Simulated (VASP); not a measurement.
Here is a VASP 6.6.1 calculation.

File POSCAR:

```
Sb
1.0
    3.0954921035      0.0000000000      0.0000000000
    0.0000000000      3.0954921035      0.0000000000
    0.0000000000      0.0000000000      3.0954921035
Sb
1
Direct
    0.0000000000      0.0000000000      0.0000000000
```

File INCAR.step1:

```
SYSTEM = Sb
PREC     = Accurate       ! precision mode
ENCUT    = 520            ! plane-wave cutoff, eV
ISMEAR   = -1             ! smearing method
SIGMA    = 0.05           ! smearing width, eV
LREAL    = .False.        ! projectors in reciprocal space
LASPH    = .True.         ! aspherical terms in the spheres
NELM     = 80             ! most SCF steps
NBANDS   = 8              ! bands
GGA      = PE             ! functional
ALGO     = Normal         ! electronic algorithm
EDIFF    = 1E-4           ! SCF threshold, eV
LWAVE    = .True.         ! write WAVECAR
LCHARG   = .False.        ! write CHGCAR
```

The input INCAR.step2:

```
SYSTEM = Sb
PREC     = Accurate       ! precision mode
ENCUT    = 520            ! plane-wave cutoff, eV
EDIFF    = 1E-6           ! SCF threshold, eV
ISMEAR   = -1             ! smearing method
SIGMA    = 0.05           ! smearing width, eV
LREAL    = .False.        ! projectors in reciprocal space
LASPH    = .True.         ! aspherical terms in the spheres
NELM     = 80             ! most SCF steps
ALGO     = Normal         ! electronic algorithm
ISIF     = 2              ! what is computed and relaxed
LWAVE    = .False.        ! write WAVECAR
LCHARG   = .False.        ! write CHGCAR
METAGGA  = R2SCAN         ! meta-GGA
LMIXTAU  = .True.       
NBANDS   = 8              ! bands
ISTART   = 1
```

Contents of KPOINTS:

```
Automatic mesh
0
Gamma
  8 8 8
  0 0 0
```

Potentials or basis: VASP PAW PBE potentials, release 64 (Sb).

The run is started by

```sh
$ cat potpaw_PBE.64/Sb/POTCAR > POTCAR
$ cp INCAR.step1 INCAR
$ mpirun -np 1 vasp_std > vasp.out
$ cp INCAR.step2 INCAR
$ mpirun -np 1 vasp_std > vasp.out
```

Task: Predict the pressure.

Result: 0.1 GPa.

Caveat: the PAW data sets were made with another functional, which shifts forces and pressure a little.
